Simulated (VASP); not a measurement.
# SnO (Pm) in VASP: further runs

Runs on SnO. Level: PBE. Tasks: single point.

Everything below comes from runs of VASP 6.6.1. Logs are shortened: lines on timing, memory, paths and dates and some standing lists are left out, and cuts for length are marked.

### 1 The cell of the first run

Symmetry: Pm, No. 6, monoclinic system. Conventional cell: a = 3.868 Å, b = 3.868 Å, c = 5.067 Å, α = 90.00°, β = 90.00°, γ = 90.00°. Within 3.0 Å of Sn (site symmetry m) lie 4 O at 2.25 to 2.37 Å. Within 2.7 Å of Sn (site symmetry m) lie 4 O at 2.07 to 2.25 Å. O (site symmetry m) has 4 Sn at 2.07 to 2.37 Å and 2 O at 2.67 Å within 2.7 Å. Within 3.0 Å of O (site symmetry m) lie 4 Sn at 2.25 Å and 4 O at 2.67 to 2.81 Å.

### 2 Single point, PBE (atom 3 (O) moved by (-0.100, -0.200) A along x and z)

Input file INCAR:

```
SYSTEM = SnO
PREC     = Accurate       ! precision mode
ENCUT    = 520            ! plane-wave cutoff, eV
EDIFF    = 1E-7           ! SCF threshold, eV
ISMEAR   = 0              ! smearing method
SIGMA    = 0.05           ! smearing width, eV
LREAL    = .FALSE.        ! projectors in reciprocal space
LASPH    = .TRUE.         ! aspherical terms in the spheres
NELM     = 80             ! most SCF steps
ALGO     = Normal         ! electronic algorithm
ISIF     = 2              ! what is computed and relaxed
LWAVE    = .FALSE.        ! write WAVECAR
LCHARG   = .TRUE.         ! write CHGCAR
GGA      = PE             ! functional
LELF     = .TRUE.         ! ELF
LVHAR    = .TRUE.       
NBANDS   = 28             ! bands
```

Input file KPOINTS:

```
Automatic mesh
0
G
  10 10 8
  0 0 0
```

Input file POSCAR:

```
SnO
1.0
    3.8681707514      0.0000000000      0.0000000000
    0.0000000000      3.8681707514      0.0000000000
    0.0000000000      0.0000000000      5.0672768981
Sn O
2 2
Direct
    0.0000000000      0.5000000000      0.2287361932
    0.5000000000      0.0000000000      0.7712638068
   -0.0258520129      0.0000000000     -0.0394689306
    0.5000000000      0.5000000000      0.0000000000
```

Potentials or basis: VASP PAW PBE potentials, release 64 (Sn_d, O).

Launch:

```bash
> cat potpaw_PBE.64/Sn_d/POTCAR potpaw_PBE.64/O/POTCAR > POTCAR
> mpirun -np 1 vasp_std > vasp.out
```

OUTCAR:

```text
SYSTEM = SnO
   PREC = Accurate
   ENCUT = 520
   EDIFF = 1E-7
   ISMEAR = 0
   LREAL = .FALSE.
   LASPH = .TRUE.
   NELM = 80
   ISIF = 2
   GGA = PE

 ion  position               nearest neighbor table
   1  0.000  0.500  0.229-   4 2.25   4 2.25   3 2.37   3 2.37   2 3.59   2 3.59   2 3.59   2 3.59

   2  0.500  0.000  0.771-   3 2.07   3 2.25   4 2.25   4 2.25   1 3.59   1 3.59   1 3.59   1 3.59

   3  0.974  0.000  0.961-   2 2.07   2 2.25   1 2.37   1 2.37
   4  0.500  0.500  0.000-   1 2.25   2 2.25   2 2.25   1 2.25

  LATTYP: Found a simple tetragonal cell.
 ALAT       =     3.8681707514
 C/A-ratio  =     1.3099930752

  Lattice vectors:

 A1 = (   3.8681707514,   0.0000000000,   0.0000000000)
 A2 = (   0.0000000000,   3.8681707514,   0.0000000000)
 A3 = (   0.0000000000,   0.0000000000,   5.0672768981)

Analysis of symmetry for initial positions (statically):
=====================================================================
 Subroutine PRICEL returns:
 Original cell was already a primitive cell.

 Routine SETGRP: Setting up the symmetry group for a
 simple tetragonal supercell.

 Subroutine GETGRP returns: Found  2 space group operations
 (whereof  2 operations were pure point group operations)
 out of a pool of 16 trial point group operations.

The static configuration has the point symmetry C_1h.

Analysis of symmetry for dynamics (positions and initial velocities):
=====================================================================
 Subroutine PRICEL returns:
 Original cell was already a primitive cell.

 Routine SETGRP: Setting up the symmetry group for a
 simple tetragonal supercell.

 Subroutine GETGRP returns: Found  2 space group operations
 (whereof  2 operations were pure point group operations)
 out of a pool of 16 trial point group operations.

The dynamic configuration has the point symmetry C_1h.

 Subroutine INISYM returns: Found  2 space group operations
 (whereof  2 operations are pure point group operations),
 and found     1 'primitive' translations

----------------------------------------------------------------------------------------

                                     Primitive cell

  volume of cell :      75.8204

  direct lattice vectors                    reciprocal lattice vectors
     3.868170751  0.000000000  0.000000000     0.258520129  0.000000000  0.000000000
     0.000000000  3.868170751  0.000000000     0.000000000  0.258520129  0.000000000
     0.000000000  0.000000000  5.067276898     0.000000000  0.000000000  0.197344653

  length of vectors
     3.868170751  3.868170751  5.067276898     0.258520129  0.258520129  0.197344653

  position of ions in fractional coordinates (direct lattice)
     0.000000000  0.500000000  0.228736193
     0.500000000  0.000000000  0.771263807
     0.974147987  0.000000000  0.960531069
     0.500000000  0.500000000  0.000000000

  ion indices of the primitive-cell ions
   primitive index   ion index
                 1           1
                 2           2
                 3           3
                 4           4

----------------------------------------------------------------------------------------

 KPOINTS: Automatic mesh

Automatic generation of k-mesh.
 Grid dimensions read from file:
 generate k-points for:   10   10    8

 Generating k-lattice:

  Cartesian coordinates                     Fractional coordinates (reciprocal lattice)
     0.025852013  0.000000000  0.000000000     0.100000000  0.000000000  0.000000000
     0.000000000  0.025852013  0.000000000     0.000000000  0.100000000  0.000000000
     0.000000000  0.000000000  0.024668082     0.000000000  0.000000000  0.125000000

  Length of vectors
     0.025852013  0.025852013  0.024668082

  Shift w.r.t. Gamma in fractional coordinates (k-lattice)
     0.000000000  0.000000000  0.000000000

 Subroutine IBZKPT returns following result:
 ===========================================

 Found    252 irreducible k-points:

 Following reciprocal coordinates:
            Coordinates               Weight
  0.000000  0.000000  0.000000      1.000000
  0.100000  0.000000  0.000000      2.000000
  0.000000  0.100000  0.000000      2.000000
  0.200000  0.000000  0.000000      2.000000
  0.000000  0.200000  0.000000      2.000000
  0.300000  0.000000  0.000000      2.000000
[... 16 lines left out ...]
 -0.200000  0.300000  0.000000      4.000000
  0.400000  0.200000  0.000000      4.000000
 [... further k-points ...]
   k-points           NKPTS =    252   k-points in BZ     NKDIM =    252   number of bands    NBANDS=     28
   number of dos      NEDOS =    301   number of ions     NIONS =      4
   total plane-waves  NPLWV =  36000
   dimension x,y,z NGX =    30 NGY =   30 NGZ =   40
   dimension x,y,z NGXF=    60 NGYF=   60 NGZF=   80
   ions per type =               2   2
   NGX,Y,Z   is equivalent  to a cutoff of  12.89, 12.89, 13.12 a.u.
   NGXF,Y,Z  is equivalent  to a cutoff of  25.79, 25.79, 26.25 a.u.
 SYSTEM =  SnO
   PREC   = accura    normal or accurate (medium, high low for compatibility)
   ISTART =      0    job   : 0-new  1-cont  2-samecut
   ICHARG =      2    charge: 1-file 2-atom 10-const
   ISPIN  =      1    spin polarized calculation?
   LNONCOLLINEAR =      F non collinear calculations
   LSORBIT =      F    spin-orbit coupling
   LASPH  =      T    aspherical Exc in radial PAW
   ENCUT  =  520.0 eV  38.22 Ry    6.18 a.u.   7.19  7.19  9.42*2*pi/ulx,y,z
   NELM   =     80;   NELMIN=  2; NELMDL= -5     # of ELM steps
   EDIFF  = 0.1E-06   stopping-criterion for ELM
   LREAL  =      F    real-space projection
   EDIFFG = 0.1E-05   stopping-criterion for IOM
   NSW    =      0    number of steps for IOM
   IBRION =     -1    ionic relax: 0-MD 1-quasi-New 2-CG
   NFREE  =      0    steps in history (QN), initial steepest desc. (CG)
   ISIF   =      2    stress and relaxation
   ISYM   =      2    0-nonsym 1-usesym 2-fastsym
   POTIM  = 0.5000    time-step for ionic-motion
   TEBEG  =    0.0;   TEEND  =   0.0 temperature during run
   PSTRESS=    0.0 pullay stress
   NELECT =      40.0000    total number of electrons
   NUPDOWN=      -1.0000    fix difference up-down
   EMIN   =  10.00;   EMAX   =-10.00  energy-range for DOS
   EFERMI =   0.00;   METHOD = LEGACY
   ISMEAR =     0;   SIGMA  =   0.05  broadening in eV -4-tet -1-fermi 0-gaus
   EFERMI_NEDOS =   21; number of points for ismear=-14 and -15
   IALGO  =     38    algorithm
   IMIX   =      4    mixing-type and parameters
     AMIX     =   0.40;   BMIX     =  1.00
     AMIX_MAG =   1.60;   BMIX_MAG =  1.00
  volume/ion in A,a.u.               =      18.96       127.92
  Fermi-wavevector in a.u.,A,eV,Ry     =   1.322816  2.499760 23.808057  1.749843
  Thomas-Fermi vector in A             =   2.452470
   LORBIT       =      0    0 simple, 1 ext, 2 COOP (PROOUT), +10 PAW based schemes
   GGA     = PE    functional components
   LHFCALC =     F    Hartree Fock is set to
   AEXX    =    0.0000 exact exchange contribution
   IVDW    =     0    specifies the selected vdW correction
   LEPSILON=     F    determine dielectric tensor
   LRPA    =     F    only Hartree local field effects (RPA)
 non-spin polarized calculation
 Gauss-broadening in eV      SIGMA  =   0.05
  energy-cutoff  :      520.00
  volume of cell :       75.82
 maximum number of plane-waves:      2060
 NGX is ok and might be reduce to    30
   NGX = 15   NGY = 15   NGZ = 19

 number of electron      39.9999991 magnetization

 Free energy of the ion-electron system (eV)
  ---------------------------------------------------
  ext. energy  EPLUGINS =         0.00000000
  ---------------------------------------------------
  free energy    TOTEN  =       -22.53387293 eV

  energy without entropy =      -22.53387293  energy(sigma->0) =      -22.53387293

 E-fermi :   6.3275     XC(G=0):  -9.8252

 val. band max:        6.1180467007   @ k =   0.0000   0.1000   0.0000
 cond. band min:       6.5407356238   @ k =   0.5000   0.5000   0.0000
 fundamental gap:      0.4226889231
 Fermi energy:         6.3275257145

 k-point     1 :       0.0000    0.0000    0.0000
  band No.  band energies     occupation
      1     -15.6585      2.00000
      2     -15.3477      2.00000
      3     -15.3431      2.00000
      4     -15.3355      2.00000
      5     -15.3213      2.00000
      6     -15.2939      2.00000
[... 20 lines left out ...]
     27      12.9752      0.00000
     28      13.7594      0.00000

 k-point     2 :       0.1000    0.0000    0.0000
  band No.  band energies     occupation
      1     -15.6512      2.00000
      2     -15.3490      2.00000
      3     -15.3423      2.00000
      4     -15.3416      2.00000
      5     -15.3189      2.00000
      6     -15.2893      2.00000
[... 20 lines left out ...]
     27      13.0453      0.00000
     28      14.5560      0.00000

 k-point     3 :       0.0000    0.1000    0.0000
  band No.  band energies     occupation
      1     -15.6546      2.00000
      2     -15.3647      2.00000
      3     -15.3483      2.00000
      4     -15.3288      2.00000
      5     -15.3179      2.00000
      6     -15.2874      2.00000
[... 20 lines left out ...]
     27      13.4359      0.00000
     28      14.2531      0.00000

 k-point     4 :       0.2000    0.0000    0.0000
  band No.  band energies     occupation
      1     -15.6312      2.00000
      2     -15.3658      2.00000
      3     -15.3524      2.00000
      4     -15.3404      2.00000
      5     -15.3128      2.00000
      6     -15.2763      2.00000
[... 578 lines left out ...]
     27      14.3760      0.00000
     28      14.7637      0.00000

 k-point    23 :      -0.2000    0.3000    0.0000
  band No.  band energies     occupation
      1     -15.6108      2.00000
      2     -15.4717      2.00000
      3     -15.3601      2.00000
      4     -15.3490      2.00000
      5     -15.2976      2.00000
      6     -15.2341      2.00000
[... 20 lines left out ...]
     27      14.2757      0.00000
     28      14.8648      0.00000

 k-point    24 :       0.4000    0.2000    0.0000
  band No.  band energies     occupation
      1     -15.5755      2.00000
      2     -15.4975      2.00000
      3     -15.3641      2.00000
      4     -15.3600      2.00000
      5     -15.2880      2.00000
      6     -15.2176      2.00000
[... 20 lines left out ...]
     27      13.9928      0.00000
     28      14.4393      0.00000

 [... further k-points ...]

------------------------ aborting loop because EDIFF is reached ----------------------------------------

  FORCE on cell =-STRESS in cart. coord.  units (eV):
  Direction    XX          YY          ZZ          XY          YZ          ZX
  --------------------------------------------------------------------------------------
  -------------------------------------------------------------------------------------
  Total        2.0618564     -0.7678976      0.2446693      0.0000000      0.0000000      0.5269530
  in kB       43.5695523    -16.2266160      5.1701615      0.0000000      0.0000000     11.1351631
  external PRESSURE =      10.8376992 kB  Pullay stress =       0.0000000 kB

 VOLUME and BASIS-vectors are now :
 -----------------------------------------------------------------------------
  energy-cutoff  :      520.00
  volume of cell :       75.82
      direct lattice vectors                 reciprocal lattice vectors
     3.868170751  0.000000000  0.000000000     0.258520129  0.000000000  0.000000000
     0.000000000  3.868170751  0.000000000     0.000000000  0.258520129  0.000000000
     0.000000000  0.000000000  5.067276898     0.000000000  0.000000000  0.197344653

 POSITION                                       TOTAL-FORCE (eV/Angst)
 -----------------------------------------------------------------------------------
      0.00000      1.93409      1.15907        -0.096188      0.000000     -0.454373
      1.93409      0.00000      3.90821        -0.665123      0.000000     -1.053622
      3.76817      0.00000      4.86728         1.181658      0.000000      1.449874
      1.93409      1.93409      0.00000        -0.420347      0.000000      0.058121
 -----------------------------------------------------------------------------------
    total drift:                               -0.000074      0.000000      0.000198

  FREE ENERGIE OF THE ION-ELECTRON SYSTEM (eV)
  ---------------------------------------------------
  free  energy   TOTEN  =       -22.5338729341 eV

  energy  without entropy=      -22.5338729341  energy(sigma->0) =      -22.53387293
```

Wall time 3.7 min (1 thread of Intel Xeon 6975P-C (Granite Rapids), shared host); peak memory 0.51 GiB.

Results:

- Free energy: -22.5339 eV
- Pressure: 1.1 GPa
- Largest force: 1.870 eV/Å
- Band gap on the k mesh: 0.42 eV (least direct gap 1.76 eV)

Forces on the atoms (eV/Å):
```
Sn  -0.096  0.000 -0.454
Sn  -0.665  0.000 -1.054
O    1.182  0.000  1.450
O   -0.420  0.000  0.058
```

Stress tensor (GPa, compression positive):
```
 4.36  0.00  1.11
 0.00 -1.62  0.00
 1.11  0.00  0.52
```

Levels at points of the mesh, in eV from the valence-band top:
```
           k point  band 16  band 17  band 18  band 19  band 20  band 21  band 22  band 23  band 24  band 25
(0.00, 0.00, 0.00)    -5.71    -3.25    -3.08    -2.66    -0.02     1.93     4.09     4.56     4.93     5.51
(0.50, 0.00, 0.00)    -4.52    -4.37    -4.01    -2.54    -2.17     3.19     3.70     5.19     5.45     5.86
(0.00, 0.50, 0.00)    -4.79    -4.67    -4.44    -2.35    -2.06     2.44     2.71     5.47     5.72     5.93
(0.50, 0.50, 0.00)    -4.69    -2.41    -2.30    -1.87    -1.34     0.42     0.52     4.34     4.77     6.80
(0.00, 0.00, 0.50)    -3.42    -3.29    -3.12    -2.66    -1.88     1.71     3.07     3.62     3.78     7.51
(0.50, 0.00, 0.50)    -4.67    -4.53    -3.98    -1.88    -1.32     2.43     2.81     4.86     5.61     6.49
(0.00, 0.50, 0.50)    -5.10    -4.79    -4.42    -1.68    -1.15     2.08     2.49     5.53     5.68     6.01
(0.50, 0.50, 0.50)    -5.02    -2.76    -2.54    -2.01    -1.81     2.28     2.62     3.75     4.05     5.37
```

Caveat: the cell differs from its parent crystal (atom 3 (O) moved by (-0.100, -0.200) A along x and z); spin-orbit coupling is left out, which moves the levels of the heavy elements; forces of over 1 eV/Å act on the atoms, so gaps and moduli don't describe the material at rest.

### 3 Single point, PBE (atom 3 (O) moved by (-0.100, +0.200) A along x and z)

Input file INCAR:

```
PREC = Accurate ; ENCUT = 520
EDIFF = 1E-7 ; ISMEAR = 0
SIGMA = 0.05 ; LREAL = F
LASPH = T ; NELM = 80
ALGO = Normal ; ISIF = 2
LWAVE = F ; LCHARG = T
GGA = PE ; LELF = T
LVHAR = T ; NBANDS = 28
```

Input file KPOINTS:

```
regular mesh
0
Gamma
  10 10 8
```

POSCAR, as its differences from that of step 2:

```diff
@@ -10,3 +10,3 @@
     0.5000000000      0.0000000000      0.7712638068
-   -0.0258520129      0.0000000000     -0.0394689306
+   -0.0258520129      0.0000000000      0.0394689306
     0.5000000000      0.5000000000      0.0000000000
```

Potentials or basis: VASP PAW PBE potentials, release 64 (Sn_d, O).

Launch:

```bash
> cat potpaw_PBE.64/Sn_d/POTCAR potpaw_PBE.64/O/POTCAR > POTCAR
> mpirun -np 1 vasp_std > vasp.out
```

It took 11 min on 1 thread of Intel Xeon 8259CL, shared host; peak memory 0.51 GiB.

The run converged. Its results:

* Free energy: -22.5731 eV
* Pressure: 0.8 GPa
* Largest force: 1.307 eV/Å
* Band gap on the k mesh: 0.42 eV (least direct gap 1.77 eV)

Forces on the atoms (eV/Å):
```
Sn  -0.052  0.000  0.910
Sn   0.017  0.000  0.415
O    0.387  0.000 -1.249
O   -0.351  0.000 -0.076
```

Stress tensor (GPa, compression positive):
```
-1.54  0.00  0.27
 0.00  3.57  0.00
 0.27  0.00  0.36
```

Levels at points of the mesh, in eV from the valence-band top:
| k point | band 16 | band 17 | band 18 | band 19 | band 20 | band 21 | band 22 | band 23 | band 24 | band 25 |
| --- | --- | --- | --- | --- | --- | --- | --- | --- | --- | --- |
| (0.00, 0.00, 0.00) | -5.67 | -3.19 | -3.13 | -2.70 | -0.02 | 1.92 | 4.06 | 4.65 | 4.89 | 5.51 |
| (0.50, 0.00, 0.00) | -4.82 | -4.72 | -4.40 | -2.38 | -2.08 | 2.32 | 2.86 | 5.55 | 5.77 | 5.89 |
| (0.00, 0.50, 0.00) | -4.45 | -4.41 | -4.08 | -2.52 | -2.17 | 3.30 | 3.53 | 5.16 | 5.38 | 5.91 |
| (0.50, 0.50, 0.00) | -4.68 | -2.43 | -2.30 | -1.87 | -1.35 | 0.42 | 0.52 | 4.32 | 4.79 | 6.79 |
| (0.00, 0.00, 0.50) | -3.40 | -3.24 | -3.17 | -2.71 | -1.89 | 1.72 | 3.08 | 3.58 | 3.78 | 7.46 |
| (0.50, 0.00, 0.50) | -5.06 | -4.89 | -4.38 | -1.70 | -1.17 | 2.09 | 2.49 | 5.52 | 5.85 | 6.13 |
| (0.00, 0.50, 0.50) | -4.69 | -4.43 | -4.07 | -1.85 | -1.34 | 2.43 | 2.78 | 4.83 | 5.59 | 6.51 |
| (0.50, 0.50, 0.50) | -5.02 | -2.77 | -2.56 | -2.01 | -1.82 | 2.27 | 2.61 | 3.74 | 4.05 | 5.40 |

Caveat: the cell differs from its parent crystal (atom 3 (O) moved by (-0.100, +0.200) A along x and z); spin-orbit coupling is left out, which moves the levels of the heavy elements; forces of over 1 eV/Å act on the atoms, so gaps and moduli don't describe the material at rest.
